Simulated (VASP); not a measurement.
# Cu (a cell with a defect) in VASP: single point with PBE

Aim: the single point of Cu (a cell with a defect) with PBE.

Program: VASP 6.6.1. These are calculated values, not measurements. Logs are shortened: lines on timing, memory, paths and dates and some standing lists are left out, and cuts for length are marked.

### 1 The cell of the first run

The cell holds a defect, 26 atoms: a = 7.700 Å, b = 7.700 Å, c = 7.700 Å, α = 60.00°, β = 60.00°, γ = 60.00°.

### 2 Single point, PBE (atoms taken out, then relaxed in part)

File INCAR:

```
ALGO = Fast
EDIFF = 1E-6
ENCUT = 520
GGA = PE
ISIF = 2
ISMEAR = 0
LASPH = T
LCHARG = T
LELF = T
LREAL = Auto
LVHAR = T
LWAVE = F
NBANDS = 162
NELM = 80
PREC = Accurate
SIGMA = 0.1
```

File KPOINTS:

```
k-points
0
Gamma
  4 4 4
```

File POSCAR:

```
Cu
1.0
   -5.4447042152      5.4447042152      0.0000000000
   -5.4447042152      0.0000000000      5.4447042152
    0.0000000000      5.4447042152      5.4447042152
Cu
26
Direct
    0.3300684497      0.0000000000      0.0000000000
    0.0000000000      0.3300684497      0.0000000000
    0.0000000000      0.0000000000      0.3300684497
    0.6699315503      0.0000000000      0.0000000000
    0.3333364066      0.3333364066     -0.0000092197
    0.3333364066     -0.0000092197      0.3333364066
    0.0000000000      0.6699315503      0.0000000000
   -0.0000092197      0.3333364066      0.3333364066
    0.0000000000      0.0000000000      0.6699315503
    0.6699315503      0.3300684497      0.0000000000
    0.6699315503      0.0000000000      0.3300684497
    0.3300684497      0.6699315503      0.0000000000
    0.3333364066      0.3333364066      0.3333364066
    0.3300684497      0.0000000000      0.6699315503
    0.0000000000      0.6699315503      0.3300684497
    0.0000000000      0.3300684497      0.6699315503
    0.6666635934      0.6666635934      0.0000092197
    0.6674344068      0.3325655932      0.3325655932
    0.6666635934      0.0000092197      0.6666635934
    0.3325655932      0.6674344068      0.3325655932
    0.3325655932      0.3325655932      0.6674344068
    0.0000092197      0.6666635934      0.6666635934
    0.6674344068      0.6674344068      0.3325655932
    0.6674344068      0.3325655932      0.6674344068
    0.3325655932      0.6674344068      0.6674344068
    0.6666635934      0.6666635934      0.6666635934
```

Potentials or basis: VASP PAW PBE potentials, release 64 (Cu).

Run with:

```sh
cat potpaw_PBE.64/Cu/POTCAR > POTCAR
mpirun -np 1 vasp_std > vasp.out
```

OUTCAR:

```text
EDIFF = 1E-6
   ENCUT = 520
   GGA = PE
   ISIF = 2
   ISMEAR = 0
   LASPH = T
   LREAL = Auto
   NELM = 80
   PREC = Accurate

 ion  position               nearest neighbor table
   1  0.330  0.000  0.000-   2 2.54   3 2.54  12 2.54  14 2.54  20 2.56  21 2.56  17 2.58  19 2.58
                             5 2.58   6 2.58   4 2.62
   2  0.000  0.330  0.000-   1 2.54   3 2.54  10 2.54  16 2.54  18 2.56  21 2.56  17 2.58  22 2.58
                             5 2.58   8 2.58   7 2.62
   3  0.000  0.000  0.330-   1 2.54   2 2.54  11 2.54  15 2.54  18 2.56  20 2.56  19 2.58  22 2.58
                             6 2.58   8 2.58   9 2.62
   4  0.670  0.000  0.000-   7 2.54   9 2.54  10 2.54  11 2.54  23 2.56  24 2.56   5 2.58   6 2.58
                            17 2.58  19 2.58   1 2.62
   5  0.333  0.333  1.000-  24 2.57  25 2.57  21 2.57   6 2.57   8 2.57  13 2.57  10 2.58  12 2.58
                             7 2.58   4 2.58   1 2.58   2 2.58
   6  0.333  1.000  0.333-  23 2.57  25 2.57  20 2.57   5 2.57   8 2.57  13 2.57  14 2.58  11 2.58
                             4 2.58   9 2.58   1 2.58   3 2.58
   7  0.000  0.670  0.000-   4 2.54   9 2.54  12 2.54  15 2.54  23 2.56  25 2.56   8 2.58   5 2.58
                            17 2.58  22 2.58   2 2.62
   8  1.000  0.333  0.333-  23 2.57  24 2.57  18 2.57   5 2.57   6 2.57  13 2.57  16 2.58  15 2.58
                             7 2.58   9 2.58   2 2.58   3 2.58
   9  0.000  0.000  0.670-   4 2.54   7 2.54  14 2.54  16 2.54  24 2.56  25 2.56   6 2.58   8 2.58
                            19 2.58  22 2.58   3 2.62
  10  0.670  0.330  0.000-   2 2.54   4 2.54  11 2.54  16 2.54  18 2.56  24 2.56   5 2.58  17 2.58
                            13 2.58  26 2.58  12 2.62
  11  0.670  0.000  0.330-   3 2.54   4 2.54  10 2.54  15 2.54  18 2.56  23 2.56  19 2.58   6 2.58
                            13 2.58  26 2.58  14 2.62
[... 13 lines left out ...]
                            20 2.58  21 2.58  23 2.58  24 2.58
  19  0.667  0.000  0.667-  18 2.57  21 2.57  24 2.57  22 2.57  17 2.57  26 2.57  11 2.58  14 2.58
                             1 2.58   3 2.58   4 2.58   9 2.58
  20  0.333  0.667  0.333-   1 2.56   3 2.56  12 2.56  15 2.56  13 2.57  17 2.57  22 2.57   6 2.57
                            21 2.58  18 2.58  23 2.58  25 2.58
  21  0.333  0.333  0.667-   1 2.56   2 2.56  14 2.56  16 2.56  13 2.57  19 2.57  22 2.57   5 2.57
                            20 2.58  18 2.58  24 2.58  25 2.58
  22  0.000  0.667  0.667-  20 2.57  21 2.57  25 2.57  19 2.57  17 2.57  26 2.57  15 2.58  16 2.58
                             2 2.58   3 2.58   7 2.58   9 2.58
  23  0.667  0.667  0.333-   4 2.56   7 2.56  11 2.56  15 2.56  26 2.57   8 2.57   6 2.57  17 2.57
                            20 2.58  24 2.58  25 2.58  18 2.58
  24  0.667  0.333  0.667-   4 2.56   9 2.56  10 2.56  16 2.56  26 2.57   5 2.57   8 2.57  19 2.57
                            21 2.58  23 2.58  25 2.58  18 2.58
  25  0.333  0.667  0.667-   7 2.56   9 2.56  12 2.56  14 2.56  26 2.57   6 2.57   5 2.57  22 2.57
                            20 2.58  23 2.58  24 2.58  21 2.58
  26  0.667  0.667  0.667-  23 2.57  24 2.57  25 2.57  17 2.57  19 2.57  22 2.57  15 2.58  16 2.58
                            12 2.58  14 2.58  10 2.58  11 2.58

  LATTYP: Found a face centered cubic cell.
 ALAT       =    10.8894084304

  Lattice vectors:

 A1 = (  -5.4447042152,   5.4447042152,   0.0000000000)
 A2 = (  -5.4447042152,   0.0000000000,   5.4447042152)
 A3 = (   0.0000000000,   5.4447042152,   5.4447042152)

Analysis of symmetry for initial positions (statically):
=====================================================================
 Subroutine PRICEL returns:
 Original cell was already a primitive cell.

 Routine SETGRP: Setting up the symmetry group for a
 face centered cubic supercell.

 Subroutine GETGRP returns: Found 48 space group operations
 (whereof 48 operations were pure point group operations)
 out of a pool of 48 trial point group operations.

The static configuration has the point symmetry O_h .

Analysis of symmetry for dynamics (positions and initial velocities):
=====================================================================
 Subroutine PRICEL returns:
 Original cell was already a primitive cell.

 Routine SETGRP: Setting up the symmetry group for a
 face centered cubic supercell.

 Subroutine GETGRP returns: Found 48 space group operations
 (whereof 48 operations were pure point group operations)
 out of a pool of 48 trial point group operations.

The dynamic configuration has the point symmetry O_h .

 Subroutine INISYM returns: Found 48 space group operations
 (whereof 48 operations are pure point group operations),
 and found     1 'primitive' translations

----------------------------------------------------------------------------------------

                                     Primitive cell

  volume of cell :     322.8144

  direct lattice vectors                    reciprocal lattice vectors
    -5.444704215  5.444704215  0.000000000    -0.091832353  0.091832353 -0.091832353
    -5.444704215  0.000000000  5.444704215    -0.091832353 -0.091832353  0.091832353
     0.000000000  5.444704215  5.444704215     0.091832353  0.091832353  0.091832353

  length of vectors
     7.699974544  7.699974544  7.699974544     0.159058301  0.159058301  0.159058301

  position of ions in fractional coordinates (direct lattice)
     0.330068450  0.000000000  0.000000000
     0.000000000  0.330068450  0.000000000
     0.000000000  0.000000000  0.330068450
     0.669931550  0.000000000  0.000000000
     0.333336407  0.333336407  0.999990780
     0.333336407  0.999990780  0.333336407
[... 18 lines left out ...]
     0.332565593  0.667434407  0.667434407
     0.666663593  0.666663593  0.666663593

  ion indices of the primitive-cell ions
   primitive index   ion index
                 1           1
                 2           2
                 3           3
                 4           4
                 5           5
                 6           6
[... 18 lines left out ...]
                25          25
                26          26

----------------------------------------------------------------------------------------

 KPOINTS: k-points

Automatic generation of k-mesh.
 Grid dimensions read from file:
 generate k-points for:    4    4    4

 Generating k-lattice:

  Cartesian coordinates                     Fractional coordinates (reciprocal lattice)
    -0.022958088  0.022958088 -0.022958088     0.250000000  0.000000000  0.000000000
    -0.022958088 -0.022958088  0.022958088     0.000000000  0.250000000  0.000000000
     0.022958088  0.022958088  0.022958088     0.000000000  0.000000000  0.250000000

  Length of vectors
     0.039764575  0.039764575  0.039764575

  Shift w.r.t. Gamma in fractional coordinates (k-lattice)
     0.000000000  0.000000000  0.000000000

 Subroutine IBZKPT returns following result:
 ===========================================

 Found      8 irreducible k-points:

 Following reciprocal coordinates:
            Coordinates               Weight
  0.000000  0.000000  0.000000      1.000000
  0.250000  0.000000  0.000000      8.000000
  0.500000  0.000000  0.000000      4.000000
  0.250000  0.250000  0.000000      6.000000
  0.500000  0.250000  0.000000     24.000000
 -0.250000  0.250000  0.000000     12.000000
  0.500000  0.500000  0.000000      3.000000
 -0.250000  0.500000  0.250000      6.000000
   k-points           NKPTS =      8   k-points in BZ     NKDIM =      8   number of bands    NBANDS=    162
   number of dos      NEDOS =    301   number of ions     NIONS =     26
   total plane-waves  NPLWV = 216000
   dimension x,y,z NGX =    60 NGY =   60 NGZ =   60
   dimension x,y,z NGXF=   120 NGYF=  120 NGZF=  120
   ions per type =              26
   NGX,Y,Z   is equivalent  to a cutoff of  12.95, 12.95, 12.95 a.u.
   NGXF,Y,Z  is equivalent  to a cutoff of  25.91, 25.91, 25.91 a.u.
 SYSTEM =  unknown system
   PREC   = accura    normal or accurate (medium, high low for compatibility)
   ISTART =      0    job   : 0-new  1-cont  2-samecut
   ICHARG =      2    charge: 1-file 2-atom 10-const
   ISPIN  =      1    spin polarized calculation?
   LNONCOLLINEAR =      F non collinear calculations
   LSORBIT =      F    spin-orbit coupling
   LASPH  =      T    aspherical Exc in radial PAW
   ENCUT  =  520.0 eV  38.22 Ry    6.18 a.u.  14.32 14.32 14.32*2*pi/ulx,y,z
   NELM   =     80;   NELMIN=  2; NELMDL= -5     # of ELM steps
   EDIFF  = 0.1E-05   stopping-criterion for ELM
   LREAL  =      T    real-space projection
   EDIFFG = 0.1E-04   stopping-criterion for IOM
   NSW    =      0    number of steps for IOM
   IBRION =     -1    ionic relax: 0-MD 1-quasi-New 2-CG
   NFREE  =      0    steps in history (QN), initial steepest desc. (CG)
   ISIF   =      2    stress and relaxation
   ISYM   =      2    0-nonsym 1-usesym 2-fastsym
   POTIM  = 0.5000    time-step for ionic-motion
   TEBEG  =    0.0;   TEEND  =   0.0 temperature during run
   PSTRESS=    0.0 pullay stress
   NELECT =     286.0000    total number of electrons
   NUPDOWN=      -1.0000    fix difference up-down
   EMIN   =  10.00;   EMAX   =-10.00  energy-range for DOS
   EFERMI =   0.00;   METHOD = LEGACY
   ISMEAR =     0;   SIGMA  =   0.10  broadening in eV -4-tet -1-fermi 0-gaus
   EFERMI_NEDOS =   21; number of points for ismear=-14 and -15
   IALGO  =     68    algorithm
   IMIX   =      4    mixing-type and parameters
     AMIX     =   0.40;   BMIX     =  1.00
     AMIX_MAG =   1.60;   BMIX_MAG =  1.00
  volume/ion in A,a.u.               =      12.42        83.79
  Fermi-wavevector in a.u.,A,eV,Ry     =   1.572338  2.971288 33.636956  2.472246
  Thomas-Fermi vector in A             =   2.673787
   LORBIT       =      0    0 simple, 1 ext, 2 COOP (PROOUT), +10 PAW based schemes
   GGA     = PE    functional components
   LHFCALC =     F    Hartree Fock is set to
   AEXX    =    0.0000 exact exchange contribution
   IVDW    =     0    specifies the selected vdW correction
   LEPSILON=     F    determine dielectric tensor
   LRPA    =     F    only Hartree local field effects (RPA)
 non-spin polarized calculation
 RMM-DIIS sequential band-by-band and
 Gauss-broadening in eV      SIGMA  =   0.10
  energy-cutoff  :      520.00
  volume of cell :      322.81
 maximum number of plane-waves:      8728
 NGX is ok and might be reduce to    60
   NGX = 29   NGY = 29   NGZ = 29

 number of electron     285.9999975 magnetization

 Free energy of the ion-electron system (eV)
  ---------------------------------------------------
  ext. energy  EPLUGINS =         0.00000000
  ---------------------------------------------------
  free energy    TOTEN  =       -95.70922948 eV

  energy without entropy =      -95.63090402  energy(sigma->0) =      -95.67006675

 E-fermi :   6.8924     XC(G=0): -12.4021

 val. band max:        6.8831326431   @ k =  -0.2500   0.5000   0.2500
 cond. band min:       6.9096981967   @ k =   0.5000   0.2500   0.0000
 fundamental gap:      0.0265655536
 Fermi energy:         6.8924088950

 k-point     1 :       0.0000    0.0000    0.0000
  band No.  band energies     occupation
      1      -2.0739      2.00000
      2       1.1018      2.00000
      3       1.1775      2.00000
      4       1.1775      2.00000
      5       1.1775      2.00000
      6       1.2149      2.00000
[... 1253 lines left out ...]
    154       9.5564      0.00000
    155       9.5806      0.00000
 [bands above 155 left out]

------------------------ aborting loop because EDIFF is reached ----------------------------------------

  FORCE on cell =-STRESS in cart. coord.  units (eV):
  Direction    XX          YY          ZZ          XY          YZ          ZX
  --------------------------------------------------------------------------------------
  -------------------------------------------------------------------------------------
  Total       -2.4189891     -2.4189891     -2.4189891     -0.0000000      0.0000000     -0.0000000
  in kB      -12.0058142    -12.0058142    -12.0058142     -0.0000000      0.0000000     -0.0000000
  external PRESSURE =     -12.0058142 kB  Pullay stress =       0.0000000 kB

 VOLUME and BASIS-vectors are now :
 -----------------------------------------------------------------------------
  energy-cutoff  :      520.00
  volume of cell :      322.81
      direct lattice vectors                 reciprocal lattice vectors
    -5.444704215  5.444704215  0.000000000    -0.091832353  0.091832353 -0.091832353
    -5.444704215  0.000000000  5.444704215    -0.091832353 -0.091832353  0.091832353
     0.000000000  5.444704215  5.444704215     0.091832353  0.091832353  0.091832353

 POSITION                                       TOTAL-FORCE (eV/Angst)
 -----------------------------------------------------------------------------------
     -1.79713      1.79713      0.00000         0.003677     -0.003677      0.000000
     -1.79713      0.00000      1.79713         0.003677      0.000000     -0.003677
      0.00000      1.79713      1.79713        -0.000000     -0.003677     -0.003677
     -3.64758      3.64758      0.00000        -0.003677      0.003677      0.000000
     -3.62984      7.25957      7.25957         0.002300      0.002300      0.002300
     -7.25957      3.62984      7.25957        -0.002300     -0.002300      0.002300
[... 18 lines left out ...]
     -5.44470      5.44470      7.26797        -0.000000      0.000000     -0.002146
     -7.25957      7.25957      7.25957        -0.002300      0.002300      0.002300
 -----------------------------------------------------------------------------------
    total drift:                               -0.000000     -0.000000     -0.000000

  FREE ENERGIE OF THE ION-ELECTRON SYSTEM (eV)
  ---------------------------------------------------
  free  energy   TOTEN  =       -95.7092294759 eV

  energy  without entropy=      -95.6309040238  energy(sigma->0) =      -95.67006675
```

Wall time 54 min (1 thread of Intel Xeon 8259CL, shared host); peak memory 0.65 GiB.

What came out:

```yaml
Free_energy: -95.7092 eV
Pressure: -1.2 GPa
Largest_force: 0.005 eV/Å
Band_gap_on_the_k_mesh: zero (bands 143 and 144 overlap by 1.80 eV)
```

Forces on the atoms (eV/Å):
```
Cu   0.004 -0.004  0.000
Cu   0.004  0.000 -0.004
Cu   0.000 -0.004 -0.004
Cu  -0.004  0.004  0.000
Cu   0.002  0.002  0.002
Cu  -0.002 -0.002  0.002
Cu  -0.004  0.000  0.004
Cu  -0.002  0.002 -0.002
Cu   0.000  0.004  0.004
Cu   0.000  0.004 -0.004
Cu  -0.004  0.000 -0.004
Cu   0.000 -0.004  0.004
Cu   0.002 -0.002 -0.002
Cu   0.004  0.000  0.004
Cu  -0.004 -0.004  0.000
Cu   0.004  0.004  0.000
Cu  -0.002 -0.002 -0.002
Cu   0.000  0.000  0.002
Cu   0.002  0.002 -0.002
Cu   0.000  0.002  0.000
Cu  -0.002  0.000  0.000
Cu   0.002 -0.002  0.002
Cu   0.002  0.000  0.000
Cu   0.000 -0.002  0.000
Cu   0.000  0.000 -0.002
Cu  -0.002  0.002  0.002
```

Levels at points of the mesh, in eV from the Fermi level:
```tsv
k point	band 142	band 143	band 144	band 145	band 146	band 147
(0.00, 0.00, 0.00)	-1.63	-1.63	-1.62	-1.56	3.24	3.24
(0.50, 0.00, 0.00)	-0.14	-0.14	-0.14	-0.09	1.28	1.28
(0.50, 0.50, 0.00)	0.16	0.16	0.22	0.54	0.54	0.59
```

Caveat: the cell differs from its parent crystal (atoms taken out, then relaxed in part).

The gap in the log of VASP goes by the Fermi energy; the results here count the filled bands.